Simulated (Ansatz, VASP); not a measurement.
## V: VASP beside Ansatz

INCAR

```
SYSTEM = V
  PREC = Accurate
  ENCUT = 520
  EDIFF = 1E-6
  ISMEAR = -1
  SIGMA = 0.08
  LREAL = .False.
  LASPH = .True.
  NELM = 150
  ALGO = Normal
  ISIF = 2
  LWAVE = .False.
  LCHARG = .True.
  ISPIN = 2
  MAGMOM = 1.5 1.5
  LORBIT = 11
  LMAXMIX = 4
  GGA = PE
  LELF = .True.
  LVHAR = .True.
  NBANDS = 24
```

The input KPOINTS:

```
regular mesh
0
Gamma
  18 18 10
  0 0 0
```

Contents of POSCAR:

```
V
1.0
    2.6383902917      0.0000000000      0.0000000000
   -1.3191951459      2.2849130177      0.0000000000
    0.0000000000      0.0000000000      4.7343217736
V
2
Direct
    0.3333333333      0.6666666667      0.2500000000
    0.6666666667      0.3333333333      0.7500000000
```

Input for Ansatz:

```yaml
crystal:
  lattice:
    - [2.6383902917, 0.0, 0.0]
    - [-1.3191951459, 2.2849130177, 0.0]
    - [0.0, 0.0, 4.7343217736]
  atoms:
    - { symbol: V, position: [0.3333333333, 0.6666666667, 0.25], spin: 1.5 }
    - { symbol: V, position: [0.6666666667, 0.3333333333, 0.75], spin: 1.5 }
magnetization:
  spin_polarized: true
kpoints:
  mp_grid: { grid: [18, 18, 10] }
scf:
  occupations: { method: fermi_dirac, width: 0.08 }
hamiltonian:
  xc: pbe
  pseudopotentials: { kind: all_electron, lapw: { basis_error: 0.001 } }
output:
  forces: true
  stress: true
  eigenvalues: true
```

Change from the starting cell: volume scaled by 1.03.

Alike in both runs: task single point; functional PBE; k mesh 18 × 18 × 10; occupations fermi-dirac, width 0.08 eV; collinear spin.

```csv
,VASP,Ansatz
version,VASP 6.6.1,Ansatz 0.2.0
potentials or method,"VASP PAW PBE potentials, release 64 (V_sv), cutoff 520 eV","all-electron LAPW, scalar-relativistic"
```

```csv
,VASP,Ansatz,Ansatz less VASP
pressure (GPa),-4.6,-4.8,-0.24
"traceless stress, the component that is largest in VASP (GPa)",0.04,0.07,+0.032
net moment per atom (μB),0.00,0.00,0.000
```

Ansatz ran all-electron here, and VASP with PAW potentials. Ansatz's warnings: seeded moment not kept.
